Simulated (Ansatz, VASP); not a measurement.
**N: VASP beside Ansatz**

```
CELL_PARAMETERS angstrom
4.42984 0.00000 0.00000
0.00000 4.42984 0.00000
0.00000 0.00000 5.74980
ATOMIC_POSITIONS crystal
N 0.91205 0.91205 0.00000
N 0.58795 0.41205 0.50000
N 0.08795 0.08795 0.00000
N 0.41205 0.58795 0.50000
```

Alike in both runs: functional PBE; k mesh 6 × 6 × 4; occupations gaussian, width 0.02 eV; no spin polarisation.

Ansatz relaxed the structure, and its values are those at the end. VASP's run is a single point on that final structure, the one shown.

```csv
,VASP,Ansatz
version,VASP 6.6.1,Ansatz 0.2.0
potentials or method,"VASP PAW PBE potentials, release 64 (N), cutoff 520 eV","scalar-relativistic, plane waves, PAW"
valence electrons in the cell,20,20
```

Ansatz gave:

| Property | Result |
| --- | --- |
| gap on the k mesh at the Fermi level (eV) | 7.38 |
| least direct gap on the mesh (eV) | 7.47 |
| pressure (GPa) | 0.0 |
| rms of the force components (eV/Å) | 0.003 |

Estimate VASP's values.

gap on the k mesh at the Fermi level (eV): 7.34; least direct gap on the mesh (eV): 7.43; pressure (GPa): 1.7; rms of the force components (eV/Å): 1.008.

Noted on VASP's run: the standard files for N, O and F lose accuracy on very short bonds.
